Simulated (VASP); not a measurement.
# Al2O (I4/mmm) in VASP: a series of runs

The runs below take Al2O through single point, relaxation of cell and atoms, with PBE.

Everything below comes from runs of VASP 6.6.1. Logs are shortened: lines on timing, memory, paths and dates and some standing lists are left out, and cuts for length are marked.

## Step 1: The cell of the first run

It takes space group I4/mmm (No. 139, tetragonal). Conventional cell: a = 3.973 Å, b = 3.973 Å, c = 5.809 Å, α = 90.00°, β = 90.00°, γ = 90.00°. Al (site symmetry mmm) has 2 O at 1.99 Å within 2.6 Å. Within 2.6 Å of O (site symmetry 4/mmm) lie 4 Al at 1.99 Å.

## Step 2: Single point, PBE

The input, INCAR:

```
  PREC = Accurate
  ENCUT = 520
  EDIFF = 1E-6
  ISMEAR = 0
  SIGMA = 0.1
  LREAL = F
  LASPH = T
  NELM = 60
  ALGO = Normal
  ISIF = 2
  LWAVE = F
  LCHARG = T
  GGA = PE
  LELF = T
  LVHAR = T
  NBANDS = 13
```

The input, KPOINTS:

```
regular mesh
0
Gamma
  6 6 6
```

The input, POSCAR:

```
Al2O
1.0
   -1.9867192550      1.9867192550      2.9044435346
    1.9867192550     -1.9867192550      2.9044435346
    1.9867192550      1.9867192550     -2.9044435346
Al O
2 1
Direct
    0.5000000000      0.0000000000      0.5000000000
    0.0000000000      0.5000000000      0.5000000000
    0.5000000000      0.5000000000      0.0000000000
```

Potentials or basis: VASP PAW PBE potentials, release 64 (Al, O).

Launch:

```console
$ cat potpaw_PBE.64/Al/POTCAR potpaw_PBE.64/O/POTCAR > POTCAR
$ mpirun -np 1 vasp_std > vasp.out
```

OUTCAR:

```text
PREC = Accurate
   ENCUT = 520
   EDIFF = 1E-6
   ISMEAR = 0
   LREAL = F
   LASPH = T
   NELM = 60
   ISIF = 2
   GGA = PE

 ion  position               nearest neighbor table
   1  0.500  0.000  0.500-   3 1.99   3 1.99   2 2.81   2 2.81   2 2.81   2 2.81   2 2.90   2 2.90

   2  0.000  0.500  0.500-   3 1.99   3 1.99   1 2.81   1 2.81   1 2.81   1 2.81   1 2.90   1 2.90

   3  0.500  0.500  0.000-   1 1.99   2 1.99   1 1.99   2 1.99

  LATTYP: Found a body centered tetragonal cell.
 ALAT       =     3.9734385100
 C/A-ratio  =     1.4619295239

  Lattice vectors:

 A1 = (  -1.9867192550,   1.9867192550,   2.9044435346)
 A2 = (   1.9867192550,  -1.9867192550,   2.9044435346)
 A3 = (   1.9867192550,   1.9867192550,  -2.9044435346)

Analysis of symmetry for initial positions (statically):
=====================================================================
 Subroutine PRICEL returns:
 Original cell was already a primitive cell.

 Routine SETGRP: Setting up the symmetry group for a
 body centered tetragonal supercell.

 Subroutine GETGRP returns: Found 16 space group operations
 (whereof 16 operations were pure point group operations)
 out of a pool of 16 trial point group operations.

The static configuration has the point symmetry D_4h.

Analysis of symmetry for dynamics (positions and initial velocities):
=====================================================================
 Subroutine PRICEL returns:
 Original cell was already a primitive cell.

 Routine SETGRP: Setting up the symmetry group for a
 body centered tetragonal supercell.

 Subroutine GETGRP returns: Found 16 space group operations
 (whereof 16 operations were pure point group operations)
 out of a pool of 16 trial point group operations.

The dynamic configuration has the point symmetry D_4h.

 Subroutine INISYM returns: Found 16 space group operations
 (whereof 16 operations are pure point group operations),
 and found     1 'primitive' translations

----------------------------------------------------------------------------------------

                                     Primitive cell

  volume of cell :      45.8560

  direct lattice vectors                    reciprocal lattice vectors
    -1.986719255  1.986719255  2.904443535     0.000000000  0.251671190  0.172150016
     1.986719255 -1.986719255  2.904443535     0.251671190  0.000000000  0.172150016
     1.986719255  1.986719255 -2.904443535     0.251671190  0.251671190  0.000000000

  length of vectors
     4.041026979  4.041026979  4.041026979     0.304916408  0.304916408  0.355916811

  position of ions in fractional coordinates (direct lattice)
     0.500000000  0.000000000  0.500000000
     0.000000000  0.500000000  0.500000000
     0.500000000  0.500000000  0.000000000

  ion indices of the primitive-cell ions
   primitive index   ion index
                 1           1
                 2           2
                 3           3

----------------------------------------------------------------------------------------

 KPOINTS: regular mesh

Automatic generation of k-mesh.
 Grid dimensions read from file:
 generate k-points for:    6    6    6

 Generating k-lattice:

  Cartesian coordinates                     Fractional coordinates (reciprocal lattice)
     0.000000000  0.041945198  0.028691669     0.166666667  0.000000000 -0.000000000
     0.041945198  0.000000000  0.028691669     0.000000000  0.166666667 -0.000000000
     0.041945198  0.041945198  0.000000000     0.000000000  0.000000000  0.166666667

  Length of vectors
     0.050819401  0.050819401  0.059319468

  Shift w.r.t. Gamma in fractional coordinates (k-lattice)
     0.000000000  0.000000000  0.000000000

 Subroutine IBZKPT returns following result:
 ===========================================

 Found     30 irreducible k-points:

 Following reciprocal coordinates:
            Coordinates               Weight
  0.000000  0.000000  0.000000      1.000000
  0.166667  0.000000 -0.000000      8.000000
  0.333333  0.000000 -0.000000      8.000000
  0.500000  0.000000 -0.000000      4.000000
  0.166667  0.166667  0.000000      8.000000
  0.333333  0.166667 -0.000000     16.000000
[... 16 lines left out ...]
 -0.333333 -0.333333  0.166667      8.000000
 -0.166667 -0.333333  0.166667      8.000000
 [... further k-points ...]
   k-points           NKPTS =     30   k-points in BZ     NKDIM =     30   number of bands    NBANDS=     13
   number of dos      NEDOS =    301   number of ions     NIONS =      3
   total plane-waves  NPLWV =  27000
   dimension x,y,z NGX =    30 NGY =   30 NGZ =   30
   dimension x,y,z NGXF=    60 NGYF=   60 NGZF=   60
   ions per type =               2   1
   NGX,Y,Z   is equivalent  to a cutoff of  12.34, 12.34, 12.34 a.u.
   NGXF,Y,Z  is equivalent  to a cutoff of  24.68, 24.68, 24.68 a.u.
 SYSTEM =  unknown system
   PREC   = accura    normal or accurate (medium, high low for compatibility)
   ISTART =      0    job   : 0-new  1-cont  2-samecut
   ICHARG =      2    charge: 1-file 2-atom 10-const
   ISPIN  =      1    spin polarized calculation?
   LNONCOLLINEAR =      F non collinear calculations
   LSORBIT =      F    spin-orbit coupling
   LASPH  =      T    aspherical Exc in radial PAW
   ENCUT  =  520.0 eV  38.22 Ry    6.18 a.u.   7.51  7.51  7.51*2*pi/ulx,y,z
   NELM   =     60;   NELMIN=  2; NELMDL= -5     # of ELM steps
   EDIFF  = 0.1E-05   stopping-criterion for ELM
   LREAL  =      F    real-space projection
   EDIFFG = 0.1E-04   stopping-criterion for IOM
   NSW    =      0    number of steps for IOM
   IBRION =     -1    ionic relax: 0-MD 1-quasi-New 2-CG
   NFREE  =      0    steps in history (QN), initial steepest desc. (CG)
   ISIF   =      2    stress and relaxation
   ISYM   =      2    0-nonsym 1-usesym 2-fastsym
   POTIM  = 0.5000    time-step for ionic-motion
   TEBEG  =    0.0;   TEEND  =   0.0 temperature during run
   PSTRESS=    0.0 pullay stress
   NELECT =      12.0000    total number of electrons
   NUPDOWN=      -1.0000    fix difference up-down
   EMIN   =  10.00;   EMAX   =-10.00  energy-range for DOS
   EFERMI =   0.00;   METHOD = LEGACY
   ISMEAR =     0;   SIGMA  =   0.10  broadening in eV -4-tet -1-fermi 0-gaus
   EFERMI_NEDOS =   21; number of points for ismear=-14 and -15
   IALGO  =     38    algorithm
   IMIX   =      4    mixing-type and parameters
     AMIX     =   0.40;   BMIX     =  1.00
     AMIX_MAG =   1.60;   BMIX_MAG =  1.00
  volume/ion in A,a.u.               =      15.29       103.15
  Fermi-wavevector in a.u.,A,eV,Ry     =   1.047136  1.978801 14.918716  1.096495
  Thomas-Fermi vector in A             =   2.182004
   LORBIT       =      0    0 simple, 1 ext, 2 COOP (PROOUT), +10 PAW based schemes
   GGA     = PE    functional components
   LHFCALC =     F    Hartree Fock is set to
   AEXX    =    0.0000 exact exchange contribution
   IVDW    =     0    specifies the selected vdW correction
   LEPSILON=     F    determine dielectric tensor
   LRPA    =     F    only Hartree local field effects (RPA)
 non-spin polarized calculation
 Gauss-broadening in eV      SIGMA  =   0.10
  energy-cutoff  :      520.00
  volume of cell :       45.86
 maximum number of plane-waves:      1271
   NGX = 15   NGY = 15   NGZ = 15

 number of electron      12.0000005 magnetization

 Free energy of the ion-electron system (eV)
  ---------------------------------------------------
  ext. energy  EPLUGINS =         0.00000000
  ---------------------------------------------------
  free energy    TOTEN  =       -14.21466056 eV

  energy without entropy =      -14.20613310  energy(sigma->0) =      -14.21039683

 E-fermi :   5.8547     XC(G=0):  -9.8133

 val. band max:        5.8425851653   @ k =   0.3333   0.1667   0.1667
 cond. band min:       5.9131374228   @ k =  -0.3333   0.3333   0.1667
 fundamental gap:      0.0705522574
 Fermi energy:         5.8547049467

 k-point     1 :       0.0000    0.0000    0.0000
  band No.  band energies     occupation
      1     -14.1031      2.00000
      2      -0.4423      2.00000
      3      -0.3957      2.00000
      4      -0.3957      2.00000
      5       1.9081      2.00000
      6       8.4850      0.00000
      7      10.4338      0.00000
      8      11.0701      0.00000
      9      11.0701      0.00000
     10      11.1187      0.00000
     11      11.1187      0.00000
     12      12.5470      0.00000
     13      13.0426      0.00000

 k-point     2 :       0.1667    0.0000   -0.0000
  band No.  band energies     occupation
      1     -14.0523      2.00000
      2      -1.4688      2.00000
      3      -0.4196      2.00000
      4       0.6579      2.00000
      5       2.0097      2.00000
      6       7.1581      0.00000
      7       9.5784      0.00000
      8       9.7609      0.00000
      9      10.6501      0.00000
     10      11.8572      0.00000
     11      12.2790      0.00000
     12      12.9918      0.00000
     13      14.4318      0.00000

 k-point     3 :       0.3333    0.0000   -0.0000
  band No.  band energies     occupation
      1     -13.9478      2.00000
      2      -2.2031      2.00000
      3      -0.4645      2.00000
      4       1.1659      2.00000
      5       2.5393      2.00000
      6       5.6505      1.99612
      7       8.6287      0.00000
      8       8.8023      0.00000
      9       9.9712      0.00000
     10      12.8989      0.00000
     11      13.1222      0.00000
     12      14.5536      0.00000
     13      16.0883      0.00000
[... 305 lines left out ...]
 k-point    23 :      -0.3333   -0.3333    0.1667
  band No.  band energies     occupation
      1     -13.9154      2.00000
      2      -1.4520      2.00000
      3      -1.1710      2.00000
      4       0.2825      2.00000
      5       3.5172      2.00000
      6       5.6566      1.99491
      7       6.3947      0.00000
      8       8.4921      0.00000
      9      10.7119      0.00000
     10      13.5744      0.00000
     11      14.5224      0.00000
     12      16.1426      0.00000
     13      17.1000      0.00000

 k-point    24 :      -0.1667   -0.3333    0.1667
  band No.  band energies     occupation
      1     -13.9793      2.00000
      2      -1.4977      2.00000
      3      -0.6039      2.00000
      4       0.1644      2.00000
      5       2.8506      2.00000
      6       5.9620      0.12923
      7       7.7797      0.00000
      8       9.1975      0.00000
      9      10.1024      0.00000
     10      12.9532      0.00000
     11      13.6639      0.00000
     12      15.8507      0.00000
     13      15.8997      0.00000

 [... further k-points ...]
[... 5 lines left out ...]
  --------------------------------------------------------------------------------------
  -------------------------------------------------------------------------------------
  Total       -0.0689334     -0.0689334     -0.0873610      0.0000000      0.0000000      0.0000000
  in kB       -2.4084869     -2.4084869     -3.0523354      0.0000000      0.0000000      0.0000000
  external PRESSURE =      -2.6231031 kB  Pullay stress =       0.0000000 kB

 VOLUME and BASIS-vectors are now :
 -----------------------------------------------------------------------------
  energy-cutoff  :      520.00
  volume of cell :       45.86
      direct lattice vectors                 reciprocal lattice vectors
    -1.986719255  1.986719255  2.904443535     0.000000000  0.251671190  0.172150016
     1.986719255 -1.986719255  2.904443535     0.251671190  0.000000000  0.172150016
     1.986719255  1.986719255 -2.904443535     0.251671190  0.251671190  0.000000000

 POSITION                                       TOTAL-FORCE (eV/Angst)
 -----------------------------------------------------------------------------------
      0.00000      1.98672      0.00000        -0.000000      0.000000     -0.000000
      1.98672      0.00000      0.00000        -0.000000      0.000000     -0.000000
      0.00000      0.00000      2.90444         0.000000     -0.000000      0.000000
 -----------------------------------------------------------------------------------
    total drift:                                0.000000     -0.000000      0.000000

  FREE ENERGIE OF THE ION-ELECTRON SYSTEM (eV)
  ---------------------------------------------------
  free  energy   TOTEN  =       -14.2146605640 eV

  energy  without entropy=      -14.2061331029  energy(sigma->0) =      -14.21039683
```

It took 25 s on 1 thread of Intel Xeon Platinum 8375C at 2.90GHz (Ice Lake), shared host; peak memory 0.16 GiB.

What came out:

* Free energy: -14.2147 eV
* Pressure: -0.3 GPa
* Band gap on the k mesh: zero (band 6 reaches 8.48 eV, above the bottom of band 7 at 5.69 eV)

Caveat: the k points lie up to 0.37 Å⁻¹ apart.

## Step 3: Single point, PBE

This run uses another cell than the first one, of 16.59 Å³/atom, 1.085 times its volume.

The input, INCAR:

```
ALGO     = Normal         # electronic algorithm
EDIFF    = 1E-7           # SCF threshold, eV
ENCUT    = 520            # plane-wave cutoff, eV
GGA      = PE             # functional
ISIF     = 2              # what is computed and relaxed
ISMEAR   = 0              # smearing method
LASPH    = True           # aspherical terms in the spheres
LCHARG   = True           # write CHGCAR
LELF     = True           # ELF
LREAL    = False          # projectors in reciprocal space
LVHAR    = True         
LWAVE    = False          # write WAVECAR
NBANDS   = 13             # bands
NELM     = 100            # most SCF steps
PREC     = Accurate       # precision mode
SIGMA    = 0.1            # smearing width, eV
```

The input, KPOINTS:

```
k-points
0
Gamma
  6 6 6
```

The input, POSCAR:

```
Al2O
1.0
   -1.9406156900      1.9406156900      3.3037639300
    1.9406156900     -1.9406156900      3.3037639300
    1.9406156900      1.9406156900     -3.3037639300
Al O
2 1
Direct
    0.5000000000      0.0000000000      0.5000000000
    0.0000000000      0.5000000000      0.5000000000
    0.5000000000      0.5000000000      0.0000000000
```

Potentials or basis: VASP PAW PBE potentials, release 64 (Al, O).

Launch:

```console
$ cat potpaw_PBE.64/Al/POTCAR potpaw_PBE.64/O/POTCAR > POTCAR
$ mpirun -np 1 vasp_std > vasp.out
```

Wall time 24 s (1 thread of Intel Xeon Platinum 8375C at 2.90GHz (Ice Lake), shared host); peak memory 0.17 GiB.

Results (log left out):

| Quantity | Value |
| --- | --- |
| Free energy | -13.9807 eV |
| Pressure | -1.3 GPa |
| Band gap on the k mesh | zero (band 6 reaches 8.87 eV, above the bottom of band 7 at 5.25 eV) |

Stress tensor (GPa, compression positive):
```
 1.88  0.00  0.00
 0.00  1.88  0.00
 0.00  0.00 -7.68
```

Levels at points of the mesh, in eV from the Fermi level:
```tsv
k point	band 3	band 4	band 5	band 6	band 7	band 8	band 9	band 10
(0.00, 0.00, 0.00)	-7.25	-6.33	-4.90	3.36	3.42	4.81	4.81	4.84
(0.50, 0.00, 0.00)	-7.21	-5.35	-2.74	-1.56	1.99	2.25	2.71	7.31
(0.50, 0.50, 0.00)	-8.20	-5.12	-3.14	-0.31	-0.09	2.62	4.15	5.04
(0.50, 0.50, 0.50)	-7.46	-6.61	-4.21	-0.10	0.19	3.59	3.59	8.22
```

Caveat: the k points lie up to 0.38 Å⁻¹ apart.

(Part 1 of 3 ends here.)
